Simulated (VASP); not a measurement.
# Mn (Pm-3m) in VASP: further runs, part 2 of 2

VASP 6.6.1. Earlier steps stand in the parts before.

### 3 Single point, PBE

This run uses another cell than the first one, of 12.14 Å³/atom.

The input, INCAR:

```
SYSTEM = Mn
  ALGO = Normal
  EDIFF = 1E-7
  ENCUT = 520
  GGA = PE
  ISIF = 2
  ISMEAR = -1
  LASPH = .True.
  LCHARG = .True.
  LELF = .True.
  LREAL = .False.
  LVHAR = .True.
  LWAVE = .False.
  NBANDS = 12
  NELM = 100
  PREC = Accurate
  SIGMA = 0.06122561905347299
```

The input, KPOINTS:

```
k-points
0
Gamma
  47 47 47
  0 0 0
```

The input, POSCAR:

```
Mn
1.0
    2.2985123335      0.0000000000      0.0000000000
    0.0000000000      2.2985123335      0.0000000000
    0.0000000000      0.0000000000      2.2985123335
Mn
1
Direct
    0.0000000000      0.0000000000      0.0000000000
```

Potentials or basis: VASP PAW PBE potentials, release 64 (Mn_pv).

Run with:

```
$ cat potpaw_PBE.64/Mn_pv/POTCAR > POTCAR
$ mpirun -np 1 vasp_std > vasp.out
```

OUTCAR:

```text
SYSTEM = Mn
   EDIFF = 1E-7
   ENCUT = 520
   GGA = PE
   ISIF = 2
   ISMEAR = -1
   LASPH = .True.
   LREAL = .False.
   NELM = 100
   PREC = Accurate

 ion  position               nearest neighbor table
   1  0.000  0.000  0.000-

  LATTYP: Found a simple cubic cell.
 ALAT       =     2.2985123335

  Lattice vectors:

 A1 = (   2.2985123335,   0.0000000000,   0.0000000000)
 A2 = (   0.0000000000,   2.2985123335,   0.0000000000)
 A3 = (   0.0000000000,   0.0000000000,   2.2985123335)

Analysis of symmetry for initial positions (statically):
=====================================================================
 Subroutine PRICEL returns:
 Original cell was already a primitive cell.

 Routine SETGRP: Setting up the symmetry group for a
 simple cubic supercell.

 Subroutine GETGRP returns: Found 48 space group operations
 (whereof 48 operations were pure point group operations)
 out of a pool of 48 trial point group operations.

The static configuration has the point symmetry O_h .

Analysis of symmetry for dynamics (positions and initial velocities):
[... 167 lines left out ...]
      2     -38.5317      2.00000
      3     -38.5317      2.00000
      4       1.2973      2.00000
      5       5.6233      2.00000
      6       5.6233      2.00000
      7      10.8032      0.00000
      8      10.8032      0.00000
      9      10.8032      0.00000
     10      29.3120      0.00000
     11      29.3120      0.00000
     12      29.3120      0.00000
[... 331 lines left out ...]
 k-point    24 :       0.4894    0.0000    0.0000
  band No.  band energies     occupation
      1     -39.3498      2.00000
      2     -38.4597      2.00000
      3     -38.4597      2.00000
      4       5.6163      2.00000
      5       6.3211      2.00000
      6       8.1722      2.00000
      7       9.0464      1.85048
      8       9.0464      1.85047
      9      10.9605      0.00000
     10      15.6619      0.00000
     11      31.4799      0.00000
     12      35.6822      0.00000

 [... further k-points ...]

------------------------ aborting loop because EDIFF is reached ----------------------------------------

  FORCE on cell =-STRESS in cart. coord.  units (eV):
  Direction    XX          YY          ZZ          XY          YZ          ZX
  --------------------------------------------------------------------------------------
  -------------------------------------------------------------------------------------
  Total       -0.2991488     -0.2991488     -0.2991488      0.0000000     -0.0000000      0.0000000
  in kB      -39.4691138    -39.4691138    -39.4691138      0.0000000     -0.0000000      0.0000000
  external PRESSURE =     -39.4691138 kB  Pullay stress =       0.0000000 kB

 VOLUME and BASIS-vectors are now :
 -----------------------------------------------------------------------------
  energy-cutoff  :      520.00
  volume of cell :       12.14
      direct lattice vectors                 reciprocal lattice vectors
     2.298512334  0.000000000  0.000000000     0.435064013  0.000000000  0.000000000
     0.000000000  2.298512334  0.000000000     0.000000000  0.435064013  0.000000000
     0.000000000  0.000000000  2.298512334     0.000000000  0.000000000  0.435064013

 POSITION                                       TOTAL-FORCE (eV/Angst)
 -----------------------------------------------------------------------------------
      0.00000      0.00000      0.00000         0.000000      0.000000      0.000000
 -----------------------------------------------------------------------------------
    total drift:                                0.000000      0.000000     -0.000000

  FREE ENERGIE OF THE ION-ELECTRON SYSTEM (eV)
  ---------------------------------------------------
  free  energy   TOTEN  =        -8.0674045915 eV

  energy  without entropy=       -8.0438726221  energy(sigma->0) =       -8.05563861
```

OSZICAR:

```text
N       E                     dE             d eps       ncg     rms          rms(c)
DAV:   1     0.839309163712E+02    0.83931E+02   -0.78805E+03 63036   0.136E+03
DAV:   2    -0.765293792658E+01   -0.91584E+02   -0.87800E+02 64156   0.317E+02
DAV:   3    -0.920107339817E+01   -0.15481E+01   -0.15420E+01 68040   0.489E+01
DAV:   4    -0.921209254728E+01   -0.11019E-01   -0.11019E-01 67816   0.400E+00
DAV:   5    -0.921225771625E+01   -0.16517E-03   -0.16517E-03 67620   0.490E-01    0.107E+01
DAV:   6    -0.812744302039E+01    0.10848E+01   -0.43325E+00 65692   0.359E+01    0.190E+00
DAV:   7    -0.807263281886E+01    0.54810E-01   -0.20372E-01 65972   0.786E+00    0.924E-01
DAV:   8    -0.806741055506E+01    0.52223E-02   -0.36409E-03 67340   0.755E-01    0.160E-01
DAV:   9    -0.806742268647E+01   -0.12131E-04   -0.55550E-04 66604   0.354E-01    0.209E-02
DAV:  10    -0.806740363664E+01    0.19050E-04   -0.10647E-05 67680   0.506E-02    0.531E-03
DAV:  11    -0.806740429714E+01   -0.66051E-06   -0.14715E-06 68016   0.216E-02    0.611E-04
DAV:  12    -0.806740455510E+01   -0.25796E-06   -0.23724E-08 36832   0.210E-03    0.108E-04
DAV:  13    -0.806740459149E+01   -0.36386E-07   -0.15472E-09 32288   0.552E-04
   1 F= -.80674046E+01 E0= -.80556386E+01  d E =-.235320E-01
```

It took 8.7 min on 1 thread of Oxide Virtual Turin-like, shared host; peak memory 0.41 GiB.

Results:

```yaml
Free_energy: -8.0674 eV
Pressure: -3.9 GPa
Band_gap_on_the_k_mesh: zero (an odd number of electrons rules out a gap without spin polarisation)
```

Caveat: the cell stands under tension; the run has no spin polarisation, though such a crystal can be magnetic. Spin polarisation is off, so any magnetic state and its effect on volume and gap are missing.

### 4 Single point, PBE

This run uses another cell than the first one, of 12.38 Å³/atom.

The input, INCAR:

```
PREC     = Accurate       # precision mode
ENCUT    = 520            # plane-wave cutoff, eV
EDIFF    = 1E-6           # SCF threshold, eV
ISMEAR   = -1             # smearing method
SIGMA    = 0.06122561905347299 # smearing width, eV
LREAL    = F              # projectors in reciprocal space
LASPH    = T              # aspherical terms in the spheres
NELM     = 100            # most SCF steps
ALGO     = Normal         # electronic algorithm
ISIF     = 2              # what is computed and relaxed
LWAVE    = F              # write WAVECAR
LCHARG   = F              # write CHGCAR
GGA      = PE             # functional
NBANDS   = 12             # bands
```

The input, KPOINTS:

```
regular mesh
0
Gamma
  47 47 47
```

The input, POSCAR:

```
Mn
1.0
    2.3134381565      0.0000000000      0.0000000000
    0.0000000000      2.3134381565      0.0000000000
    0.0000000000      0.0000000000      2.3134381565
Mn
1
Direct
    0.0000000000      0.0000000000      0.0000000000
```

Run with:

```
$ cat potpaw_PBE.64/Mn_pv/POTCAR > POTCAR
$ mpirun -np 1 vasp_std > vasp.out
```

Run time: 8.5 min. Hardware: 1 thread of Oxide Virtual Turin-like, shared host; peak memory 0.41 GiB.

Results (log left out):

```
Free energy            : -8.0589 eV
Pressure               : -7.6 GPa
Band gap on the k mesh : zero (an odd number of electrons rules out a gap without spin polarisation)
```

Levels at points of the mesh, in eV from the Fermi level:
```csv
k point,band 5,band 6,band 7,band 8,band 9,band 10
"(0.00, 0.00, 0.00)",-3.49,-3.49,1.56,1.56,1.56,19.87
```

Caveat: the cell stands under tension; the run has no spin polarisation, though such a crystal can be magnetic. Spin polarisation is off, so any magnetic state and its effect on volume and gap are missing.

### 5 Overview

| cell | gap on the mesh (eV) | pressure (GPa) |
| --- | --- | --- |
| a = 2.283 Å, 1 atom | none | 0.2 |
| a = 2.299 Å, 1 atom | none | -3.9 |
| a = 2.313 Å, 1 atom | none | -7.6 |

Alike in all rows: task single point; level PBE; potentials or basis VASP PAW PBE potentials, release 64 (Mn_pv); no spin polarisation; k mesh 47 × 47 × 47; cutoff (eV) 520; smearing fermi-dirac 0.0612256 eV.

Caveats: the run has no spin polarisation, though such a crystal can be magnetic; the cell stands under tension (at least some runs).

Total energies depend on the potentials used, so only differences within one code and one set of settings carry meaning.
